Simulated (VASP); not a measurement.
# CaO (Fm-3m) in VASP: further runs

The runs below take CaO through single point, with r2SCAN.

Program: VASP 6.6.1. These are calculated values, not measurements. Logs are shortened: lines on timing, memory, paths and dates and some standing lists are left out, and cuts for length are marked.

### Step 1. The cell of the first run

Symmetry: Fm-3m, No. 225, cubic system. The conventional cell has a = 4.795 Å, b = 4.795 Å, c = 4.795 Å, α = 90.00°, β = 90.00°, γ = 90.00°. Within 3.2 Å of Ca (site symmetry m-3m) lie 6 O at 2.40 Å. Within 3.2 Å of O (site symmetry m-3m) lie 6 Ca at 2.40 Å.

### Step 2. Single point, r2SCAN

The input, POSCAR:

```
CaO
1.0
    0.0000000000      2.3974452313      2.3974452313
    2.3974452313      0.0000000000      2.3974452313
    2.3974452313      2.3974452313      0.0000000000
Ca O
1 1
Direct
    0.0000000000      0.0000000000      0.0000000000
    0.5000000000      0.5000000000      0.5000000000
```

The input, INCAR.step1:

```
SYSTEM = CaO
PREC = Accurate
ENCUT = 520
ISMEAR = 0
SIGMA = 0.02
LREAL = .FALSE.
LASPH = .TRUE.
NELM = 80
NBANDS = 15
GGA = PE
ALGO = Normal
EDIFF = 1E-4
LWAVE = .TRUE.
LCHARG = .FALSE.
```

The input, INCAR.step2:

```
SYSTEM = CaO
PREC = Accurate
ENCUT = 520
EDIFF = 1E-7
ISMEAR = 0
SIGMA = 0.02
LREAL = .FALSE.
LASPH = .TRUE.
NELM = 80
ALGO = Normal
ISIF = 2
LWAVE = .FALSE.
LCHARG = .TRUE.
METAGGA = R2SCAN
LMIXTAU = .TRUE.
LELF = .TRUE.
LVHAR = .TRUE.
NBANDS = 15
ISTART = 1
```

The input, KPOINTS:

```
regular mesh
0
G
  8 8 8
  0 0 0
```

Potentials or basis: VASP PAW PBE potentials, release 64 (Ca_sv, O).

Started as:

```console
$ cat potpaw_PBE.64/Ca_sv/POTCAR potpaw_PBE.64/O/POTCAR > POTCAR
$ cp INCAR.step1 INCAR
$ mpirun -np 1 vasp_std > vasp.out
$ cp INCAR.step2 INCAR
$ mpirun -np 1 vasp_std > vasp.out
```

OUTCAR:

```text
SYSTEM = CaO
   PREC = Accurate
   ENCUT = 520
   EDIFF = 1E-7
   ISMEAR = 0
   LREAL = .FALSE.
   LASPH = .TRUE.
   NELM = 80
   ISIF = 2
   METAGGA = R2SCAN
   ISTART = 1

 ion  position               nearest neighbor table
   1  0.000  0.000  0.000-   2 2.40   2 2.40   2 2.40   2 2.40   2 2.40   2 2.40
   2  0.500  0.500  0.500-   1 2.40   1 2.40   1 2.40   1 2.40   1 2.40   1 2.40

  LATTYP: Found a face centered cubic cell.
 ALAT       =     4.7948904626

  Lattice vectors:

 A1 = (   0.0000000000,   2.3974452313,   2.3974452313)
 A2 = (   2.3974452313,   0.0000000000,   2.3974452313)
 A3 = (   2.3974452313,   2.3974452313,   0.0000000000)

Analysis of symmetry for initial positions (statically):
=====================================================================
 Subroutine PRICEL returns:
 Original cell was already a primitive cell.

 Routine SETGRP: Setting up the symmetry group for a
 face centered cubic supercell.

 Subroutine GETGRP returns: Found 48 space group operations
 (whereof 48 operations were pure point group operations)
 out of a pool of 48 trial point group operations.

The static configuration has the point symmetry O_h .

Analysis of symmetry for dynamics (positions and initial velocities):
=====================================================================
 Subroutine PRICEL returns:
 Original cell was already a primitive cell.

 Routine SETGRP: Setting up the symmetry group for a
 face centered cubic supercell.

 Subroutine GETGRP returns: Found 48 space group operations
 (whereof 48 operations were pure point group operations)
 out of a pool of 48 trial point group operations.

The dynamic configuration has the point symmetry O_h .

 Subroutine INISYM returns: Found 48 space group operations
 (whereof 48 operations are pure point group operations),
 and found     1 'primitive' translations

----------------------------------------------------------------------------------------

                                     Primitive cell

  volume of cell :      27.5598

  direct lattice vectors                    reciprocal lattice vectors
     0.000000000  2.397445231  2.397445231    -0.208555338  0.208555338  0.208555338
     2.397445231  0.000000000  2.397445231     0.208555338 -0.208555338  0.208555338
     2.397445231  2.397445231  0.000000000     0.208555338  0.208555338 -0.208555338

  length of vectors
     3.390499561  3.390499561  3.390499561     0.361228441  0.361228441  0.361228441

  position of ions in fractional coordinates (direct lattice)
     0.000000000  0.000000000  0.000000000
     0.500000000  0.500000000  0.500000000

  ion indices of the primitive-cell ions
   primitive index   ion index
                 1           1
                 2           2

----------------------------------------------------------------------------------------

 KPOINTS: regular mesh

Automatic generation of k-mesh.
 Grid dimensions read from file:
 generate k-points for:    8    8    8

 Generating k-lattice:

  Cartesian coordinates                     Fractional coordinates (reciprocal lattice)
    -0.026069417  0.026069417  0.026069417     0.125000000  0.000000000  0.000000000
     0.026069417 -0.026069417  0.026069417     0.000000000  0.125000000  0.000000000
     0.026069417  0.026069417 -0.026069417     0.000000000  0.000000000  0.125000000

  Length of vectors
     0.045153555  0.045153555  0.045153555

  Shift w.r.t. Gamma in fractional coordinates (k-lattice)
     0.000000000  0.000000000  0.000000000

 Subroutine IBZKPT returns following result:
 ===========================================

 Found     29 irreducible k-points:

 Following reciprocal coordinates:
            Coordinates               Weight
  0.000000  0.000000  0.000000      1.000000
  0.125000  0.000000  0.000000      8.000000
  0.250000  0.000000  0.000000      8.000000
  0.375000  0.000000  0.000000      8.000000
  0.500000  0.000000  0.000000      4.000000
  0.125000  0.125000  0.000000      6.000000
[... 16 lines left out ...]
  0.500000  0.250000  0.125000     48.000000
 -0.375000  0.250000  0.125000     24.000000
 [... further k-points ...]
   k-points           NKPTS =     29   k-points in BZ     NKDIM =     29   number of bands    NBANDS=     15
   number of dos      NEDOS =    301   number of ions     NIONS =      2
   total plane-waves  NPLWV =  21952
   dimension x,y,z NGX =    28 NGY =   28 NGZ =   28
   dimension x,y,z NGXF=    56 NGYF=   56 NGZF=   56
   ions per type =               1   1
   NGX,Y,Z   is equivalent  to a cutoff of  13.73, 13.73, 13.73 a.u.
   NGXF,Y,Z  is equivalent  to a cutoff of  27.46, 27.46, 27.46 a.u.
 SYSTEM =  CaO
   PREC   = accura    normal or accurate (medium, high low for compatibility)
   ISTART =      1    job   : 0-new  1-cont  2-samecut
   ICHARG =      0    charge: 1-file 2-atom 10-const
   ISPIN  =      1    spin polarized calculation?
   LNONCOLLINEAR =      F non collinear calculations
   LSORBIT =      F    spin-orbit coupling
   LASPH  =      T    aspherical Exc in radial PAW
   ENCUT  =  520.0 eV  38.22 Ry    6.18 a.u.   6.30  6.30  6.30*2*pi/ulx,y,z
   NELM   =     80;   NELMIN=  2; NELMDL=  0     # of ELM steps
   EDIFF  = 0.1E-06   stopping-criterion for ELM
   LREAL  =      F    real-space projection
   EDIFFG = 0.1E-05   stopping-criterion for IOM
   NSW    =      0    number of steps for IOM
   IBRION =     -1    ionic relax: 0-MD 1-quasi-New 2-CG
   NFREE  =      0    steps in history (QN), initial steepest desc. (CG)
   ISIF   =      2    stress and relaxation
   ISYM   =      2    0-nonsym 1-usesym 2-fastsym
   POTIM  = 0.5000    time-step for ionic-motion
   TEBEG  =    0.0;   TEEND  =   0.0 temperature during run
   PSTRESS=    0.0 pullay stress
   NELECT =      16.0000    total number of electrons
   NUPDOWN=      -1.0000    fix difference up-down
   EMIN   =  10.00;   EMAX   =-10.00  energy-range for DOS
   EFERMI =   0.00;   METHOD = LEGACY
   ISMEAR =     0;   SIGMA  =   0.02  broadening in eV -4-tet -1-fermi 0-gaus
   EFERMI_NEDOS =   21; number of points for ismear=-14 and -15
   IALGO  =     38    algorithm
   IMIX   =      4    mixing-type and parameters
     AMIX     =   0.40;   BMIX     =  1.00
     AMIX_MAG =   1.60;   BMIX_MAG =  1.00
  volume/ion in A,a.u.               =      13.78        92.99
  Fermi-wavevector in a.u.,A,eV,Ry     =   1.365703  2.580804 25.376819  1.865144
  Thomas-Fermi vector in A             =   2.491908
   LORBIT       =      0    0 simple, 1 ext, 2 COOP (PROOUT), +10 PAW based schemes
   METAGGA = R2SCAN    functional components
   LHFCALC =     F    Hartree Fock is set to
   AEXX    =    0.0000 exact exchange contribution
   IVDW    =     0    specifies the selected vdW correction
   LEPSILON=     F    determine dielectric tensor
   LRPA    =     F    only Hartree local field effects (RPA)
 non-spin polarized calculation
 Gauss-broadening in eV      SIGMA  =   0.02
  energy-cutoff  :      520.00
  volume of cell :       27.56
 maximum number of plane-waves:       754
 NGX is ok and might be reduce to    28
   NGX = 13   NGY = 13   NGZ = 13

 number of electron      15.9999997 magnetization

 Free energy of the ion-electron system (eV)
  ---------------------------------------------------
  ext. energy  EPLUGINS =         0.00000000
  ---------------------------------------------------
  free energy    TOTEN  =       -19.45302398 eV

  energy without entropy =      -19.45302398  energy(sigma->0) =      -19.45302398

 E-fermi :   2.2222     XC(G=0): -11.1125

 val. band max:        2.0556202417   @ k =   0.0000   0.0000   0.0000
 cond. band min:       6.2423298104   @ k =   0.5000   0.5000   0.0000
 fundamental gap:      4.1867095688
 Fermi energy:         2.2221714082

 k-point     1 :       0.0000    0.0000    0.0000
  band No.  band energies     occupation
      1     -36.9700      2.00000
      2     -16.8568      2.00000
      3     -16.8568      2.00000
      4     -16.8567      2.00000
      5     -14.4316      2.00000
      6       2.0556      2.00000
      7       2.0556      2.00000
      8       2.0556      2.00000
      9       7.5451      0.00000
     10       8.9265      0.00000
     11       8.9265      0.00000
     12       8.9265      0.00000
     13      10.5348      0.00000
     14      10.5348      0.00000
     15      17.8750      0.00000

 k-point     2 :       0.1250    0.0000    0.0000
  band No.  band energies     occupation
      1     -36.9548      2.00000
      2     -17.1062      2.00000
      3     -16.8644      2.00000
      4     -16.8644      2.00000
      5     -14.1734      2.00000
      6       1.5393      2.00000
      7       1.8456      2.00000
      8       1.8456      2.00000
      9       8.2262      0.00000
     10       8.8824      0.00000
     11       9.1998      0.00000
     12       9.1999      0.00000
     13      10.9122      0.00000
     14      10.9122      0.00000
     15      18.4835      0.00000

 k-point     3 :       0.2500    0.0000    0.0000
  band No.  band energies     occupation
      1     -36.9179      2.00000
      2     -17.5797      2.00000
      3     -16.8827      2.00000
      4     -16.8827      2.00000
      5     -13.6768      2.00000
      6       0.5462      2.00000
      7       1.3924      2.00000
      8       1.3924      2.00000
      9       8.9573      0.00000
     10       9.7057      0.00000
     11       9.9186      0.00000
     12       9.9186      0.00000
     13      11.8249      0.00000
     14      11.8249      0.00000
     15      18.8874      0.00000
[... 343 lines left out ...]
 k-point    23 :       0.5000    0.2500    0.1250
  band No.  band energies     occupation
      1     -36.8615      2.00000
      2     -17.7780      2.00000
      3     -17.0832      2.00000
      4     -16.9568      2.00000
      5     -13.4886      2.00000
      6       0.0679      2.00000
      7       0.9803      2.00000
      8       1.2211      2.00000
      9       8.5552      0.00000
     10      10.2775      0.00000
     11      11.2492      0.00000
     12      11.3966      0.00000
     13      12.7925      0.00000
     14      14.0481      0.00000
     15      17.9233      0.00000

 k-point    24 :      -0.3750    0.2500    0.1250
  band No.  band energies     occupation
      1     -36.8492      2.00000
      2     -17.8431      2.00000
      3     -17.0975      2.00000
      4     -16.9835      2.00000
      5     -13.4315      2.00000
      6       0.0197      2.00000
      7       0.9305      2.00000
      8       0.9931      2.00000
      9       9.4651      0.00000
     10       9.5540      0.00000
     11      11.5505      0.00000
     12      11.7830      0.00000
     13      13.0902      0.00000
     14      14.8604      0.00000
     15      17.0293      0.00000

 [... further k-points ...]
[... 5 lines left out ...]
  --------------------------------------------------------------------------------------
  -------------------------------------------------------------------------------------
  Total        0.1846428      0.1846428      0.1846428      0.0000000      0.0000000      0.0000000
  in kB       10.7341293     10.7341293     10.7341293      0.0000000      0.0000000      0.0000000
  external PRESSURE =      10.7341293 kB  Pullay stress =       0.0000000 kB

 VOLUME and BASIS-vectors are now :
 -----------------------------------------------------------------------------
  energy-cutoff  :      520.00
  volume of cell :       27.56
      direct lattice vectors                 reciprocal lattice vectors
     0.000000000  2.397445231  2.397445231    -0.208555338  0.208555338  0.208555338
     2.397445231  0.000000000  2.397445231     0.208555338 -0.208555338  0.208555338
     2.397445231  2.397445231  0.000000000     0.208555338  0.208555338 -0.208555338

 POSITION                                       TOTAL-FORCE (eV/Angst)
 -----------------------------------------------------------------------------------
      0.00000      0.00000      0.00000         0.000000      0.000000     -0.000000
      2.39745      2.39745      2.39745         0.000000      0.000000      0.000000
 -----------------------------------------------------------------------------------
    total drift:                                0.000000      0.000000      0.000000

  FREE ENERGIE OF THE ION-ELECTRON SYSTEM (eV)
  ---------------------------------------------------
  free  energy   TOTEN  =       -19.4530239825 eV

  energy  without entropy=      -19.4530239825  energy(sigma->0) =      -19.45302398
```

It took 60 s on 1 thread of Intel Xeon 6975P-C, shared host; peak memory 0.17 GiB.

What came out:

```
Free energy            : -19.4530 eV
Pressure               : 1.1 GPa
Band gap on the k mesh : 4.19 eV, indirect (least direct gap 4.56 eV)
```

Levels at points of the mesh, in eV from the valence-band top:
```tsv
k point	band 6	band 7	band 8	band 9	band 10	band 11
(0.00, 0.00, 0.00)	0.00	0.00	0.00	5.49	6.87	6.87
(0.50, 0.00, 0.00)	-2.62	-1.21	-1.21	7.73	9.09	9.09
(0.50, 0.50, 0.00)	-1.29	-0.37	-0.37	4.19	8.82	9.67
```

Caveat: the PAW data sets were made with another functional, which shifts forces and pressure a little.

### Step 3. Single point, r2SCAN (volume scaled by 1.03)

The input, POSCAR:

```
CaO
1.0
    0.0000000000      2.4211838567      2.4211838567
    2.4211838567      0.0000000000      2.4211838567
    2.4211838567      2.4211838567      0.0000000000
Ca O
1 1
Direct
    0.0000000000      0.0000000000      0.0000000000
    0.5000000000      0.5000000000      0.5000000000
```

The input, INCAR.step1:

```
SYSTEM = CaO
PREC = Accurate ; ENCUT = 520
ISMEAR = 0 ; SIGMA = 0.02
LREAL = .FALSE. ; LASPH = .TRUE.
NELM = 60 ; NBANDS = 15
GGA = PE ; ALGO = Normal
EDIFF = 1E-4 ; LWAVE = .TRUE.
LCHARG = .FALSE.
```

The input, INCAR.step2:

```
SYSTEM = CaO
PREC = Accurate ; ENCUT = 520
EDIFF = 1E-6 ; ISMEAR = 0
SIGMA = 0.02 ; LREAL = .FALSE.
LASPH = .TRUE. ; NELM = 60
ALGO = Normal ; ISIF = 2
LWAVE = .FALSE. ; LCHARG = .TRUE.
METAGGA = R2SCAN ; LMIXTAU = .TRUE.
LELF = .TRUE. ; LVHAR = .TRUE.
NBANDS = 15 ; ISTART = 1
```

KPOINTS is that of step 2.

Potentials or basis: VASP PAW PBE potentials, release 64 (Ca_sv, O).

Started as:

```console
$ cat potpaw_PBE.64/Ca_sv/POTCAR potpaw_PBE.64/O/POTCAR > POTCAR
$ cp INCAR.step1 INCAR
$ mpirun -np 1 vasp_std > vasp.out
$ cp INCAR.step2 INCAR
$ mpirun -np 1 vasp_std > vasp.out
```

Run time: 54 s. Hardware: 1 thread of Intel Xeon 6975P-C, shared host; peak memory 0.17 GiB.

Results (log left out):

```
Free energy            : -19.4506 eV
Pressure               : -2.3 GPa
Band gap on the k mesh : 4.19 eV, indirect (least direct gap 4.57 eV)
```

Levels at points of the mesh, in eV from the valence-band top:
| k point | band 6 | band 7 | band 8 | band 9 | band 10 | band 11 |
| --- | --- | --- | --- | --- | --- | --- |
| (0.00, 0.00, 0.00) | 0.00 | 0.00 | 0.00 | 5.24 | 6.80 | 6.80 |
| (0.50, 0.00, 0.00) | -2.55 | -1.15 | -1.15 | 7.59 | 8.92 | 8.92 |
| (0.50, 0.50, 0.00) | -1.30 | -0.38 | -0.38 | 4.19 | 8.59 | 9.50 |

Caveat: the PAW data sets were made with another functional, which shifts forces and pressure a little. A k mesh can miss the band edges.
